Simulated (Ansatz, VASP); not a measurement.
**KP5: VASP beside Ansatz**

File INCAR:

```
SYSTEM = KP5
PREC = Accurate
ENCUT = 600
EDIFF = 1E-6
ISMEAR = 0
SIGMA = 0.1
LREAL = .False.
LASPH = .True.
NELM = 100
ALGO = Normal
ISIF = 3
LWAVE = .False.
LCHARG = .False.
GGA = PE
IBRION = 2
NSW = 100
EDIFFG = -0.01
```

KPOINTS

```
regular mesh
0
Gamma
  9 9 12
  0 0 0
```

The input POSCAR:

```
KP5
1.0
    6.3760492124      0.0000000000      0.0000000000
   -3.1880246062      5.5218205938      0.0000000000
    0.0000000000      0.0000000000      3.2405408576
K P
1 5
Direct
    0.0000000000      0.0000000000      0.0000000000
    0.5000000000      0.0000000000      0.5000000000
    0.5000000000      0.5000000000      0.5000000000
    0.0000000000      0.5000000000      0.5000000000
    0.3333333333      0.6666666667      0.0000000000
    0.6666666667      0.3333333333      0.0000000000
```

Input for Ansatz:

```yaml
crystal:
  lattice:
    - [6.3760492124, 0.0, 0.0]
    - [-3.1880246062, 5.5218205938, 0.0]
    - [0.0, 0.0, 3.2405408576]
  atoms:
    - { symbol: K, position: [0.0, 0.0, 0.0] }
    - { symbol: P, position: [0.5, 0.0, 0.5] }
    - { symbol: P, position: [0.5, 0.5, 0.5] }
    - { symbol: P, position: [0.0, 0.5, 0.5] }
    - { symbol: P, position: [0.3333333333, 0.6666666667, 0.0] }
    - { symbol: P, position: [0.6666666667, 0.3333333333, 0.0] }
basis:
  ecutwfc: 420
kpoints:
  mp_grid: { grid: [9, 9, 12] }
hamiltonian:
  xc: pbe
scf:
  occupations: { method: gaussian, width: 0.1 }
output:
  forces: true
  stress: true
  eigenvalues: true
  write_density: true
  write_potential: true
  elf: true
  volumetric_format: npy
relax:
  adjacent_minimum: "off"
  f_tol: 0.01
  max_steps: 80
  cell: { stress_tol: 0.05 }
```

Change from the starting cell: species swapped into the GdRh5 type (P6/mmm, No. 191).

Alike in both runs: task relaxation of cell and atoms; functional PBE; k mesh 9 × 9 × 12; occupations gaussian, width 0.1 eV; no spin polarisation.

```csv
,VASP,Ansatz
version,VASP 6.6.1,Ansatz 0.2.0
potentials or method,"VASP PAW PBE potentials, release 64 (K_sv, P), cutoff 600 eV","scalar-relativistic, plane waves, PAW"
valence electrons in the cell,34,34
```

```tsv
	VASP	Ansatz	Ansatz less VASP
gap on the k mesh at the Fermi level, each at its own relaxed structure (eV)	none	none	-
relaxed volume (Å³/atom)	18.92	18.96	+0.039
relaxed cell length with the largest relative difference (Å)	3.237	3.242	+0.0047
```

A gap of «none» marks a metal or a gap that the smearing closes.
